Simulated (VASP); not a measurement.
# KCl (Fm-3m) in VASP: further runs

KCl is run at these levels: PBE; tasks: single point.

All numbers are computed with VASP 6.6.1; they aren't measurements. Logs are shortened: lines on timing, memory, paths and dates and some standing lists are left out, and cuts for length are marked.

## 1. The cell of the first run

Symmetry: Fm-3m, No. 225, cubic system. Conventional cell: a = 6.290 Å, b = 6.290 Å, c = 6.290 Å, α = 90.00°, β = 90.00°, γ = 90.00°. Within 4.1 Å of K (site symmetry m-3m) lie 6 Cl at 3.14 Å. Within 4.1 Å of Cl (site symmetry m-3m) lie 6 K at 3.14 Å.

## 2. Single point, PBE

INCAR reads:

```
PREC = Accurate ; ENCUT = 520
EDIFF = 1E-6 ; ISMEAR = 0
SIGMA = 0.01 ; LREAL = F
LASPH = T ; NELM = 80
ALGO = Normal ; ISIF = 2
LWAVE = F ; LCHARG = F
GGA = PE ; NBANDS = 15
```

KPOINTS reads:

```
regular mesh
0
Gamma
  4 4 4
```

POSCAR reads:

```
KCl
1.0
    0.0000000000      3.1448483221      3.1448483221
    3.1448483221      0.0000000000      3.1448483221
    3.1448483221      3.1448483221      0.0000000000
K Cl
1 1
Direct
    0.0000000000      0.0000000000      0.0000000000
    0.5000000000      0.5000000000      0.5000000000
```

Potentials or basis: VASP PAW PBE potentials, release 64 (K_sv, Cl).

On the command line:

```sh
$ cat potpaw_PBE.64/K_sv/POTCAR potpaw_PBE.64/Cl/POTCAR > POTCAR
$ mpirun -np 1 vasp_std > vasp.out
```

OUTCAR:

```text
PREC = Accurate
   ENCUT = 520
   EDIFF = 1E-6
   ISMEAR = 0
   LREAL = F
   LASPH = T
   NELM = 80
   ISIF = 2
   GGA = PE

 ion  position               nearest neighbor table
   1  0.000  0.000  0.000-   2 3.14   2 3.14   2 3.14   2 3.14   2 3.14   2 3.14
   2  0.500  0.500  0.500-   1 3.14   1 3.14   1 3.14   1 3.14   1 3.14   1 3.14

  LATTYP: Found a face centered cubic cell.
 ALAT       =     6.2896966442

  Lattice vectors:

 A1 = (   0.0000000000,   3.1448483221,   3.1448483221)
 A2 = (   3.1448483221,   0.0000000000,   3.1448483221)
 A3 = (   3.1448483221,   3.1448483221,   0.0000000000)

Analysis of symmetry for initial positions (statically):
=====================================================================
 Subroutine PRICEL returns:
 Original cell was already a primitive cell.

 Routine SETGRP: Setting up the symmetry group for a
 face centered cubic supercell.

 Subroutine GETGRP returns: Found 48 space group operations
[... 9 lines left out ...]

 Routine SETGRP: Setting up the symmetry group for a
 face centered cubic supercell.

 Subroutine GETGRP returns: Found 48 space group operations
[... 11 lines left out ...]
                                     Primitive cell

  volume of cell :      62.2055

  direct lattice vectors                    reciprocal lattice vectors
     0.000000000  3.144848322  3.144848322    -0.158990180  0.158990180  0.158990180
     3.144848322  0.000000000  3.144848322     0.158990180 -0.158990180  0.158990180
     3.144848322  3.144848322  0.000000000     0.158990180  0.158990180 -0.158990180

  length of vectors
     4.447487149  4.447487149  4.447487149     0.275379069  0.275379069  0.275379069

  position of ions in fractional coordinates (direct lattice)
     0.000000000  0.000000000  0.000000000
     0.500000000  0.500000000  0.500000000

  ion indices of the primitive-cell ions
   primitive index   ion index
                 1           1
                 2           2

----------------------------------------------------------------------------------------

 KPOINTS: regular mesh

Automatic generation of k-mesh.
 Grid dimensions read from file:
 generate k-points for:    4    4    4

 Generating k-lattice:

  Cartesian coordinates                     Fractional coordinates (reciprocal lattice)
    -0.039747545  0.039747545  0.039747545     0.250000000  0.000000000  0.000000000
     0.039747545 -0.039747545  0.039747545     0.000000000  0.250000000  0.000000000
     0.039747545  0.039747545 -0.039747545     0.000000000  0.000000000  0.250000000

  Length of vectors
[... 46 lines left out ...]
   POTIM  = 0.5000    time-step for ionic-motion
   TEBEG  =    0.0;   TEEND  =   0.0 temperature during run
   PSTRESS=    0.0 pullay stress
   NELECT =      16.0000    total number of electrons
   NUPDOWN=      -1.0000    fix difference up-down
   EMIN   =  10.00;   EMAX   =-10.00  energy-range for DOS
   EFERMI =   0.00;   METHOD = LEGACY
   ISMEAR =     0;   SIGMA  =   0.01  broadening in eV -4-tet -1-fermi 0-gaus
   EFERMI_NEDOS =   21; number of points for ismear=-14 and -15
   IALGO  =     38    algorithm
   IMIX   =      4    mixing-type and parameters
     AMIX     =   0.40;   BMIX     =  1.00
     AMIX_MAG =   1.60;   BMIX_MAG =  1.00
  volume/ion in A,a.u.               =      31.10       209.89
  Fermi-wavevector in a.u.,A,eV,Ry     =   1.041130  1.967451 14.748069  1.083952
  Thomas-Fermi vector in A             =   2.175737
   LORBIT       =      0    0 simple, 1 ext, 2 COOP (PROOUT), +10 PAW based schemes
   GGA     = PE    functional components
   LHFCALC =     F    Hartree Fock is set to
   AEXX    =    0.0000 exact exchange contribution
   IVDW    =     0    specifies the selected vdW correction
   LEPSILON=     F    determine dielectric tensor
   LRPA    =     F    only Hartree local field effects (RPA)
 non-spin polarized calculation
 Gauss-broadening in eV      SIGMA  =   0.01
  energy-cutoff  :      520.00
  volume of cell :       62.21
 maximum number of plane-waves:      1700
 NGX is ok and might be reduce to    36
   NGX = 17   NGY = 17   NGZ = 17

 number of electron      16.0000001 magnetization

 Free energy of the ion-electron system (eV)
  ---------------------------------------------------
  ext. energy  EPLUGINS =         0.00000000
  ---------------------------------------------------
  free energy    TOTEN  =        -6.80320596 eV

  energy without entropy =       -6.80320596  energy(sigma->0) =       -6.80320596

 E-fermi :  -1.6981     XC(G=0):  -7.5453

 val. band max:       -1.8356116407   @ k =   0.0000   0.0000   0.0000
 cond. band min:       3.3564732174   @ k =   0.0000   0.0000   0.0000
 fundamental gap:      5.1920848582
 Fermi energy:        -1.6981185195

 k-point     1 :       0.0000    0.0000    0.0000
  band No.  band energies     occupation
      1     -29.0303      2.00000
      2     -13.9550      2.00000
      3     -12.4912      2.00000
      4     -12.4912      2.00000
      5     -12.4912      2.00000
      6      -1.8356      2.00000
      7      -1.8356      2.00000
      8      -1.8356      2.00000
      9       3.3565      0.00000
     10       6.5457      0.00000
     11       6.5457      0.00000
     12       6.5457      0.00000
     13       7.4231      0.00000
     14       7.4231      0.00000
[... 113 lines left out ...]
      2     -13.9510      2.00000
      3     -12.5903      2.00000
      4     -12.5903      2.00000
      5     -12.4015      2.00000
      6      -2.3234      2.00000
      7      -2.3095      2.00000
      8      -2.3095      2.00000
      9       6.2054      0.00000
     10       6.2054      0.00000
     11       7.6392      0.00000
     12       8.0400      0.00000
     13       9.8848      0.00000
     14       9.9134      0.00000
     15      10.2391      0.00000

------------------------ aborting loop because EDIFF is reached ----------------------------------------

  FORCE on cell =-STRESS in cart. coord.  units (eV):
  Direction    XX          YY          ZZ          XY          YZ          ZX
  --------------------------------------------------------------------------------------
  -------------------------------------------------------------------------------------
  Total        0.3179417      0.3179417      0.3179417     -0.0000000     -0.0000000      0.0000000
  in kB        8.1889636      8.1889636      8.1889636     -0.0000000     -0.0000000      0.0000000
  external PRESSURE =       8.1889636 kB  Pullay stress =       0.0000000 kB

 VOLUME and BASIS-vectors are now :
 -----------------------------------------------------------------------------
  energy-cutoff  :      520.00
  volume of cell :       62.21
      direct lattice vectors                 reciprocal lattice vectors
     0.000000000  3.144848322  3.144848322    -0.158990180  0.158990180  0.158990180
     3.144848322  0.000000000  3.144848322     0.158990180 -0.158990180  0.158990180
     3.144848322  3.144848322  0.000000000     0.158990180  0.158990180 -0.158990180

 POSITION                                       TOTAL-FORCE (eV/Angst)
 -----------------------------------------------------------------------------------
      0.00000      0.00000      0.00000         0.000000      0.000000     -0.000000
      3.14485      3.14485      3.14485         0.000000      0.000000      0.000000
 -----------------------------------------------------------------------------------
    total drift:                                0.000000      0.000000      0.000000

  FREE ENERGIE OF THE ION-ELECTRON SYSTEM (eV)
  ---------------------------------------------------
  free  energy   TOTEN  =        -6.8032059644 eV

  energy  without entropy=       -6.8032059644  energy(sigma->0) =       -6.80320596
```

OSZICAR:

```text
N       E                     dE             d eps       ncg     rms          rms(c)
DAV:   1     0.994237280652E+02    0.99424E+02   -0.70663E+03   240   0.955E+02
DAV:   2    -0.750489598675E+00   -0.10017E+03   -0.92662E+02   311   0.233E+02
DAV:   3    -0.686898890726E+01   -0.61185E+01   -0.60838E+01   338   0.511E+01
DAV:   4    -0.709248463337E+01   -0.22350E+00   -0.22344E+00   389   0.863E+00
DAV:   5    -0.709425329222E+01   -0.17687E-02   -0.17686E-02   331   0.860E-01    0.334E+00
DAV:   6    -0.680402639954E+01    0.29023E+00   -0.42237E-01   296   0.327E+00    0.272E+00
DAV:   7    -0.678974204052E+01    0.14284E-01   -0.11443E-01   317   0.185E+00    0.158E+00
DAV:   8    -0.680201261596E+01   -0.12271E-01   -0.16891E-02   301   0.964E-01    0.204E-01
DAV:   9    -0.680253807337E+01   -0.52546E-03   -0.90065E-04   317   0.183E-01    0.104E-01
DAV:  10    -0.680319942189E+01   -0.66135E-03   -0.72738E-04   254   0.165E-01    0.252E-02
DAV:  11    -0.680320240849E+01   -0.29866E-05   -0.22227E-05   333   0.287E-02    0.466E-03
DAV:  12    -0.680320575325E+01   -0.33448E-05   -0.53761E-06   261   0.163E-02    0.638E-03
DAV:  13    -0.680320596442E+01   -0.21117E-06   -0.55035E-07   246   0.424E-03
   1 F= -.68032060E+01 E0= -.68032060E+01  d E =-.209782E-85
```

It took 6.6 s on 1 thread of Intel Xeon 6975P-C (Granite Rapids), shared host; peak memory 0.19 GiB.

Results:

```yaml
Free_energy: -6.8032 eV
Pressure: 0.8 GPa
Band_gap_on_the_k_mesh: 5.19 eV, direct
```

Levels at points of the mesh, in eV from the valence-band top:
```tsv
k point	band 5	band 6	band 7	band 8	band 9	band 10	band 11	band 12
(0.00, 0.00, 0.00)	-10.66	0.00	0.00	0.00	5.19	8.38	8.38	8.38
(0.50, 0.00, 0.00)	-10.41	-1.06	-0.33	-0.33	7.60	8.61	10.53	10.53
(0.50, 0.50, 0.00)	-10.71	-0.66	-0.22	-0.22	6.53	8.36	10.08	10.24
```

Caveat: the k points lie up to 0.43 Å⁻¹ apart. Expect the measured gap to be larger: semilocal functionals such as PBE lack the derivative discontinuity.

## 3. Single point, PBE (strain +0.5%)

INCAR reads:

```
SYSTEM = KCl
PREC = Accurate
ENCUT = 520
EDIFF = 1E-6
ISMEAR = 0
SIGMA = 0.01
LREAL = .False.
LASPH = .True.
NELM = 60
ALGO = Normal
ISIF = 2
LWAVE = .False.
LCHARG = .False.
GGA = PE
NBANDS = 15
```

KPOINTS reads:

```
regular mesh
0
Gamma
  4 4 4
  0 0 0
```

POSCAR reads:

```
KCl
1.0
    0.0000000000      3.1605725637      3.1605725637
    3.1605725637      0.0000000000      3.1605725637
    3.1605725637      3.1605725637      0.0000000000
K Cl
1 1
Direct
    0.0000000000      0.0000000000      0.0000000000
    0.5000000000      0.5000000000      0.5000000000
```

Potentials or basis: VASP PAW PBE potentials, release 64 (K_sv, Cl).

On the command line:

```sh
$ cat potpaw_PBE.64/K_sv/POTCAR potpaw_PBE.64/Cl/POTCAR > POTCAR
$ mpirun -np 1 vasp_std > vasp.out
```

It took 6.4 s on 1 thread of Intel Xeon 6975P-C (Granite Rapids), shared host; peak memory 0.19 GiB.

Results (log left out):

```
Free energy            : -6.8073 eV
Pressure               : 0.5 GPa
Band gap on the k mesh : 5.14 eV, direct
```

Levels at points of the mesh, in eV from the valence-band top:
```csv
k point,band 6,band 7,band 8,band 9,band 10,band 11
"(0.00, 0.00, 0.00)",0.00,0.00,0.00,5.14,8.37,8.37
"(0.50, 0.00, 0.00)",-1.03,-0.31,-0.31,7.55,8.55,10.48
"(0.50, 0.50, 0.00)",-0.65,-0.22,-0.22,6.54,8.29,9.99
```

Caveat: the k points lie up to 0.43 Å⁻¹ apart; the cell differs from its parent crystal (strain +0.5%).

## 4. Single point, PBE (strain +3.0%)

INCAR reads:

```
ALGO = Normal
EDIFF = 1E-6
ENCUT = 520
GGA = PE
ISIF = 2
ISMEAR = 0
LASPH = T
LCHARG = F
LREAL = F
LWAVE = F
NBANDS = 15
NELM = 100
PREC = Accurate
SIGMA = 0.01
```

KPOINTS reads:

```
k-points
0
Gamma
  4 4 4
```

POSCAR reads:

```
KCl
1.0
    0.0000000000      3.2391937718      3.2391937718
    3.2391937718      0.0000000000      3.2391937718
    3.2391937718      3.2391937718      0.0000000000
K Cl
1 1
Direct
    0.0000000000      0.0000000000      0.0000000000
    0.5000000000      0.5000000000      0.5000000000
```

On the command line:

```sh
$ cat potpaw_PBE.64/K_sv/POTCAR potpaw_PBE.64/Cl/POTCAR > POTCAR
$ mpirun -np 1 vasp_std > vasp.out
```

Run time: 5.4 s. Hardware: 1 thread of Intel Xeon 6975P-C (Granite Rapids), shared host; peak memory 0.19 GiB.

Results (log left out):

```yaml
Free_energy: -6.8053 eV
Pressure: -0.7 GPa
Band_gap_on_the_k_mesh: 4.90 eV, direct
```

Levels at points of the mesh, in eV from the valence-band top:
| k point | band 5 | band 6 | band 7 | band 8 | band 9 | band 10 | band 11 | band 12 |
| --- | --- | --- | --- | --- | --- | --- | --- | --- |
| (0.00, 0.00, 0.00) | -10.88 | 0.00 | 0.00 | 0.00 | 4.90 | 8.32 | 8.32 | 8.32 |
| (0.50, 0.00, 0.00) | -10.68 | -0.91 | -0.26 | -0.26 | 7.33 | 8.25 | 10.23 | 10.23 |
| (0.50, 0.50, 0.00) | -10.92 | -0.60 | -0.20 | -0.20 | 6.58 | 7.96 | 9.57 | 10.06 |

Caveat: the cell differs from its parent crystal (strain +3.0%).

## 5. Overview

| cell | gap on the mesh (eV) | pressure (GPa) |
| --- | --- | --- |
| a = 4.447 Å, angles 60.0°, 2 atoms | 5.19 | 0.8 |
| a = 4.470 Å, angles 60.0°, 2 atoms | 5.14 | 0.5 |
| a = 4.581 Å, angles 60.0°, 2 atoms | 4.90 | -0.7 |

Alike in all rows: task single point; level PBE; potentials or basis VASP PAW PBE potentials, release 64 (K_sv, Cl); no spin polarisation; k mesh 4 × 4 × 4; cutoff (eV) 520; smearing gaussian 0.01 eV.

Caveats: some runs use coarse meshes.

Absolute energies hang on the potentials; compare differences alone.
